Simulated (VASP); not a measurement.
# BaLi7F9 in VASP: further runs, part 3 of 3

VASP 6.6.1. The steps go on from the part before.

### Step 5. Single point, PBE

INCAR reads:

```
SYSTEM = BaLi7F9
  ALGO = Normal
  EDIFF = 1E-6
  ENCUT = 910
  GGA = PE
  GGA_COMPAT = .False.
  ISIF = 2
  ISMEAR = -1
  ISYM = 0
  LASPH = .True.
  LCHARG = .False.
  LREAL = Auto
  LWAVE = .False.
  NBANDS = 61
  NELM = 120
  PREC = Accurate
  SIGMA = 0.05
```

KPOINTS reads:

```
k-points
0
Gamma
  1 1 1
  0 0 0
```

POSCAR reads:

```
BaLi7F9
1.0
    5.6029570000      0.0278370000     -0.0374620000
    0.0278370000      5.7534950000     -0.0718080000
   -0.0374620000     -0.0718080000      5.5402340000
Ba F Li
1 9 7
Direct
    0.8049743242      0.0216892032      0.6844612351
    0.6817781286      0.6341783521      0.4418119977
    0.0294124103      0.3848921000      0.5850117846
    0.2678391793      0.5216290005      0.2061286449
    0.7999589407      0.6652907003      0.9927191264
    0.3593680532      0.7706954907      0.7682344731
    0.5123160862      0.0985868444      0.2822423582
    0.4668721382      0.3015772135      0.8680134486
    0.0494779585      0.1464552802      0.0177980215
    0.0904991752      0.9182223539      0.3841904495
    0.1932126430      0.2278729968      0.3482844292
    0.9795553180      0.6624337351      0.2631331353
    0.5920141809      0.5575131812      0.7576342338
    0.5599660390      0.3983032196      0.1797342505
    0.1415044576      0.4425672742      0.9109800977
    0.3609737448      1.0089338857     -0.0074992639
    0.3898932383      0.7809915354      0.4212671560
```

Potentials or basis: VASP PAW PBE potentials, release 64 (Ba_sv, F_h, Li_sv).

The run is started by

```
$ cat potpaw_PBE.64/Ba_sv/POTCAR potpaw_PBE.64/F_h/POTCAR potpaw_PBE.64/Li_sv/POTCAR > POTCAR
$ mpirun -np 1 vasp_gam > vasp.out
```

OUTCAR:

```text
SYSTEM = BaLi7F9
   EDIFF = 1E-6
   ENCUT = 910
   GGA = PE
   ISIF = 2
   ISMEAR = -1
   ISYM = 0
   LASPH = .True.
   LREAL = Auto
   NELM = 120
   PREC = Accurate

 ion  position               nearest neighbor table
   1  0.805  0.022  0.684-  10 2.38   9 2.38   3 2.53   2 2.67   8 2.67   5 2.70   7 2.79   6 2.94
                            13 2.98  16 3.04  17 3.05  11 3.14  12 3.23  15 3.30  13 3.31  16 3.53
   2  0.682  0.634  0.442-  17 1.84  13 1.89  12 1.96   1 2.67
   3  0.029  0.385  0.585-  11 1.83  15 1.93   1 2.53
   4  0.268  0.522  0.206-  14 1.78  15 1.82  12 1.83  11 1.93  17 2.01
   5  0.800  0.665  0.993-  12 1.79  13 1.84   1 2.70
   6  0.359  0.771  0.768-  13 1.78  16 1.83  17 1.93   1 2.94
   7  0.512  0.099  0.282-  14 1.85  16 1.87  11 1.97   1 2.79
   8  0.467  0.302  0.868-  13 1.76  14 1.87  16 1.94  15 2.00   1 2.67
   9  0.049  0.146  0.018-  15 1.90  16 1.91  11 2.04   1 2.38
  10  0.090  0.918  0.384-  12 1.72  17 1.86  11 1.89   1 2.38
  11  0.193  0.228  0.348-   3 1.83  10 1.89   4 1.93   7 1.97   9 2.04  14 2.49  16 2.50   1 3.14

  12  0.980  0.662  0.263-  10 1.72   5 1.79   4 1.83   2 1.96  15 2.48  17 2.54   1 3.23
  13  0.592  0.558  0.758-   8 1.76   6 1.78   5 1.84   2 1.89  17 2.54  14 2.54   1 2.98   1 3.31

  14  0.560  0.398  0.180-   4 1.78   7 1.85   8 1.87  11 2.49  13 2.54
  15  0.142  0.443  0.911-   4 1.82   9 1.90   3 1.93   8 2.00  12 2.48   1 3.30
  16  0.361  0.009  0.993-   6 1.83   7 1.87   9 1.91   8 1.94  11 2.50   1 3.04   1 3.53
  17  0.390  0.781  0.421-   2 1.84  10 1.86   6 1.93   4 2.01  13 2.54  12 2.54   1 3.05

IMPORTANT INFORMATION: All symmetrisations will be switched off!
NOSYMM: (Re-)initialisation of all symmetry stuff for point group C_1.

----------------------------------------------------------------------------------------

                                     Primitive cell

  volume of cell :     178.5571

  direct lattice vectors                    reciprocal lattice vectors
     5.602957000  0.027837000 -0.037462000     0.178489399 -0.000848655  0.001195912
     0.027837000  5.753495000 -0.071808000    -0.000848655  0.173839554  0.002247428
    -0.037462000 -0.071808000  5.540234000     0.001195912  0.002247428  0.180535007

  length of vectors
     5.603151385  5.754010428  5.540825982     0.178495422  0.173856153  0.180552956

  position of ions in fractional coordinates (direct lattice)
     0.804974324  0.021689203  0.684461235
     0.681778129  0.634178352  0.441811998
     0.029412410  0.384892100  0.585011785
     0.267839179  0.521629000  0.206128645
     0.799958941  0.665290700  0.992719126
     0.359368053  0.770695491  0.768234473
[... 9 lines left out ...]
     0.360973745  0.008933886  0.992500736
     0.389893238  0.780991535  0.421267156

  ion indices of the primitive-cell ions
   primitive index   ion index
                 1           1
                 2           2
                 3           3
                 4           4
                 5           5
                 6           6
[... 9 lines left out ...]
                16          16
                17          17

----------------------------------------------------------------------------------------

 KPOINTS: k-points

Automatic generation of k-mesh.
 Grid dimensions read from file:
 generate k-points for:    1    1    1

 Generating k-lattice:

  Cartesian coordinates                     Fractional coordinates (reciprocal lattice)
     0.178489399 -0.000848655  0.001195912     1.000000000  0.000000000  0.000000000
    -0.000848655  0.173839554  0.002247428     0.000000000  1.000000000  0.000000000
     0.001195912  0.002247428  0.180535007     0.000000000  0.000000000  1.000000000

  Length of vectors
     0.178495422  0.173856153  0.180552956

  Shift w.r.t. Gamma in fractional coordinates (k-lattice)
     0.000000000  0.000000000  0.000000000

 Subroutine IBZKPT returns following result:
 ===========================================

 Found      1 irreducible k-points:

 Following reciprocal coordinates:
            Coordinates               Weight
  0.000000  0.000000  0.000000      1.000000
   k-points           NKPTS =      1   k-points in BZ     NKDIM =      1   number of bands    NBANDS=     61
   number of dos      NEDOS =    301   number of ions     NIONS =     17
   total plane-waves  NPLWV = 188160
   dimension x,y,z NGX =    56 NGY =   60 NGZ =   56
   dimension x,y,z NGXF=   112 NGYF=  120 NGZF=  112
   ions per type =               1   9   7
   NGX,Y,Z   is equivalent  to a cutoff of  16.62, 17.34, 16.80 a.u.
   NGXF,Y,Z  is equivalent  to a cutoff of  33.23, 34.67, 33.60 a.u.
 SYSTEM =  BaLi7F9
   PREC   = accura    normal or accurate (medium, high low for compatibility)
   ISTART =      0    job   : 0-new  1-cont  2-samecut
   ICHARG =      2    charge: 1-file 2-atom 10-const
   ISPIN  =      1    spin polarized calculation?
   LNONCOLLINEAR =      F non collinear calculations
   LSORBIT =      F    spin-orbit coupling
   LASPH  =      T    aspherical Exc in radial PAW
   ENCUT  =  910.0 eV  66.88 Ry    8.18 a.u.  13.78 14.15 13.63*2*pi/ulx,y,z
   NELM   =    120;   NELMIN=  2; NELMDL= -5     # of ELM steps
   EDIFF  = 0.1E-05   stopping-criterion for ELM
   LREAL  =      T    real-space projection
   EDIFFG = 0.1E-04   stopping-criterion for IOM
   NSW    =      0    number of steps for IOM
   IBRION =     -1    ionic relax: 0-MD 1-quasi-New 2-CG
   NFREE  =      0    steps in history (QN), initial steepest desc. (CG)
   ISIF   =      2    stress and relaxation
   ISYM   =      0    0-nonsym 1-usesym 2-fastsym
   POTIM  = 0.5000    time-step for ionic-motion
   TEBEG  =    0.0;   TEEND  =   0.0 temperature during run
   PSTRESS=    0.0 pullay stress
   NELECT =      94.0000    total number of electrons
   NUPDOWN=      -1.0000    fix difference up-down
   EMIN   =  10.00;   EMAX   =-10.00  energy-range for DOS
   EFERMI =   0.00;   METHOD = LEGACY
   ISMEAR =    -1;   SIGMA  =   0.05  broadening in eV -4-tet -1-fermi 0-gaus
   EFERMI_NEDOS =   21; number of points for ismear=-14 and -15
   IALGO  =     38    algorithm
   IMIX   =      4    mixing-type and parameters
     AMIX     =   0.40;   BMIX     =  1.00
     AMIX_MAG =   1.60;   BMIX_MAG =  1.00
  volume/ion in A,a.u.               =      10.50        70.88
  Fermi-wavevector in a.u.,A,eV,Ry     =   1.321879  2.497989 23.774334  1.747364
  Thomas-Fermi vector in A             =   2.451601
   LORBIT       =      0    0 simple, 1 ext, 2 COOP (PROOUT), +10 PAW based schemes
   GGA     = PE    functional components
   LHFCALC =     F    Hartree Fock is set to
   AEXX    =    0.0000 exact exchange contribution
   IVDW    =     0    specifies the selected vdW correction
   LEPSILON=     F    determine dielectric tensor
   LRPA    =     F    only Hartree local field effects (RPA)
 non-spin polarized calculation
  energy-cutoff  :      910.00
  volume of cell :      178.56
 maximum number of plane-waves:      5566
 NGX is ok and might be reduce to    54
   NGX = 27   NGY = 29   NGZ = 27

 number of electron      93.9999996 magnetization

 Free energy of the ion-electron system (eV)
  ---------------------------------------------------
  ext. energy  EPLUGINS =         0.00000000
  ---------------------------------------------------
  free energy    TOTEN  =       -81.56747976 eV

  energy without entropy =      -81.56747976  energy(sigma->0) =      -81.56747976

 E-fermi :   0.7013     XC(G=0):  -9.3229

 val. band max:       -0.6749804538   @ k =   0.0000   0.0000   0.0000
 cond. band min:       6.5083199837   @ k =   0.0000   0.0000   0.0000
 fundamental gap:      7.1833004375
 Fermi energy:         0.7013015548

 k-point     1 :       0.0000    0.0000    0.0000
  band No.  band energies     occupation
      1     -42.4387      2.00000
      2     -42.3520      2.00000
      3     -42.2030      2.00000
      4     -41.9564      2.00000
      5     -41.9320      2.00000
      6     -41.9073      2.00000
[... 51 lines left out ...]
     58      12.1305      0.00000
     59      12.2325      0.00000
 [bands above 59 left out]

------------------------ aborting loop because EDIFF is reached ----------------------------------------

  FORCE on cell =-STRESS in cart. coord.  units (eV):
  Direction    XX          YY          ZZ          XY          YZ          ZX
  --------------------------------------------------------------------------------------
  -------------------------------------------------------------------------------------
  Total        9.6240444      7.7120826     11.0238077      0.0736857      0.4475820     -0.6990729
  in kB       86.3557056     69.1998401     98.9156589      0.6611750      4.0161140     -6.2727197
  external PRESSURE =      84.8237349 kB  Pullay stress =       0.0000000 kB

 VOLUME and BASIS-vectors are now :
 -----------------------------------------------------------------------------
  energy-cutoff  :      910.00
  volume of cell :      178.56
      direct lattice vectors                 reciprocal lattice vectors
     5.602957000  0.027837000 -0.037462000     0.178489399 -0.000848655  0.001195912
     0.027837000  5.753495000 -0.071808000    -0.000848655  0.173839554  0.002247428
    -0.037462000 -0.071808000  5.540234000     0.001195912  0.002247428  0.180535007

 POSITION                                       TOTAL-FORCE (eV/Angst)
 -----------------------------------------------------------------------------------
      4.48520      0.09805      3.76036        -0.771458     -0.295553      0.193809
      3.82108      3.63599      2.37666        -0.506252     -0.323436     -0.031965
      0.15360      2.17328      3.21236         0.299237      0.003894      0.157975
      1.50749      2.99384      1.09451        -0.157000      0.463061      0.459529
      4.46347      3.77873      5.42216         0.241050     -0.516478     -0.388331
      2.00620      4.38903      4.18739        -0.112194      0.518531     -0.002484
[... 9 lines left out ...]
      1.98559     -0.00982      5.48452        -0.552621      0.123446     -0.003131
      2.19051      4.47403      2.26323        -0.368682     -0.100107     -0.092632
 -----------------------------------------------------------------------------------
    total drift:                                0.014237      0.000061      0.044598

  FREE ENERGIE OF THE ION-ELECTRON SYSTEM (eV)
  ---------------------------------------------------
  free  energy   TOTEN  =       -81.5674797586 eV

  energy  without entropy=      -81.5674797586  energy(sigma->0) =      -81.56747976
```

Run time: 70 s. Hardware: 1 thread of Intel Xeon Platinum 8488C (Sapphire Rapids), shared host; peak memory 0.42 GiB.

Results:

| Item | Value |
| --- | --- |
| Free energy | -81.5675 eV |
| Pressure | 8.5 GPa |
| Largest force | 1.026 eV/Å |
| Band gap on the k mesh | 7.18 eV |

Forces in eV/Å, atoms in the order of the input:
```
Ba  -0.771 -0.296  0.194
F   -0.506 -0.323 -0.032
F    0.299  0.004  0.158
F   -0.157  0.463  0.460
F    0.241 -0.516 -0.388
F   -0.112  0.519 -0.002
F   -0.068 -0.217  0.369
F    0.377 -0.418 -0.493
F    0.566  0.624  0.586
F    0.996  0.138 -0.064
Li  -0.225 -0.015 -0.155
Li  -0.653 -0.382  0.338
Li   0.340  0.009 -0.191
Li   0.616  0.377  0.116
Li  -0.020  0.009 -0.798
Li  -0.553  0.123 -0.003
Li  -0.369 -0.100 -0.093
```

Caveat: the k points lie up to 1.13 Å⁻¹ apart; the cutoff is under 1.25 times the usual one of these potentials, so pressure, stress and relaxed cells hold a basis-set (Pulay) error; spin-orbit coupling is left out, which moves the levels of the heavy elements.
